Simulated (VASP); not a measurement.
Write the native input for VASP 6.6.1 that does the following.

- Task: relaxation of cell and atoms
- Functional: PBE
- Potentials or basis: VASP PAW PBE potentials, release 64 (Sc_sv)
- Cutoff: 600 eV
- k mesh: 13 × 13 × 13
- Occupations: fermi-dirac, width 0.05 eV
- Spin: no spin polarisation
- Dipole correction: no
- Further INCAR settings: ALGO = Normal; EDIFF = 1e-06; IBRION = 2; EDIFFG = -0.005; NSW = 100; ISIF = 3

The structure of Sc lies in POSCAR:

```
Sc
1.0
   -1.7712839881      1.7712839881      1.7712839881
    1.7712839881     -1.7712839881      1.7712839881
    1.7712839881      1.7712839881     -1.7712839881
Sc
1
Direct
    0.0000000000      0.0000000000      0.0000000000
```

This isn't the form of Sc at room conditions, which is hcp.

These files were run (other wordings do the same):

INCAR

```
PREC = Accurate
ENCUT = 600
EDIFF = 1E-6
ISMEAR = -1
SIGMA = 0.05
LREAL = False
LASPH = True
NELM = 80
ALGO = Normal
ISIF = 3
LWAVE = False
LCHARG = False
GGA = PE
IBRION = 2
NSW = 100
EDIFFG = -0.005
```

KPOINTS

```
regular mesh
0
Gamma
  13 13 13
```

Potentials or basis: VASP PAW PBE potentials, release 64 (Sc_sv).

The run is started by

```console
$ cat potpaw_PBE.64/Sc_sv/POTCAR > POTCAR
$ mpirun -np 1 vasp_std > vasp.out
```

It gave:

```yaml
Relaxed_volume: 24.88 Å³/atom
Relaxed_cell: a = 3.185 Å, b = 3.185 Å, c = 3.185 Å, α = 109.47°, β = 109.47°, γ = 109.47°
Space_group_after_relaxing_to_0.1_Å: Im-3m (No. 229)
Energy_gained_by_relaxing: 55.9 meV/atom
Ionic_steps: 3
Pressure_after_relaxing: 0.0 GPa
Band_gap_on_the_k_mesh: zero (an odd number of electrons rules out a gap without spin polarisation)
```

Wall time 53 s on 1 thread of AMD EPYC 7R13 Processor (Zen 3), with other jobs on the host, peak memory 0.15 GiB.
